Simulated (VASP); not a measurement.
Cd, 2 atoms in the cell. It takes space group P6_3/mmc (No. 194, hexagonal). The conventional cell has a = 2.958 Å, b = 2.958 Å, c = 5.886 Å, α = 90.00°, β = 90.00°, γ = 120.00°. Cd (site symmetry -6m2) has 12 Cd at 2.96 to 3.40 Å within 3.9 Å. 

- Program: VASP 6.6.1
- Task: relaxation of cell and atoms
- Functional: PBE
- Potentials or basis: VASP PAW PBE potentials, release 64 (Cd)
- Cutoff: 600 eV
- k mesh: 18 × 18 × 8
- Occupations: gaussian, width 0.1 eV
- Spin: no spin polarisation
- Dipole correction: no
- Further INCAR settings: ALGO = Fast; EDIFF = 1e-06; IBRION = 2; EDIFFG = -0.005; NSW = 100; ISIF = 3

Potentials or basis: VASP PAW PBE potentials, release 64 (Cd).

Run with:

```console
$ cat potpaw_PBE.64/Cd/POTCAR > POTCAR
$ mpirun -np 1 vasp_std > vasp.out
```

Hardware: 1 thread of Oxide Virtual Turin-like Processor (shared host).

How long does it take, and how much memory?

Run time: 12 min on 1 thread of Oxide Virtual Turin-like Processor, on a shared host, peak memory 0.25 GiB. Counts: scf iterations 93, k points 185, ion steps 17.
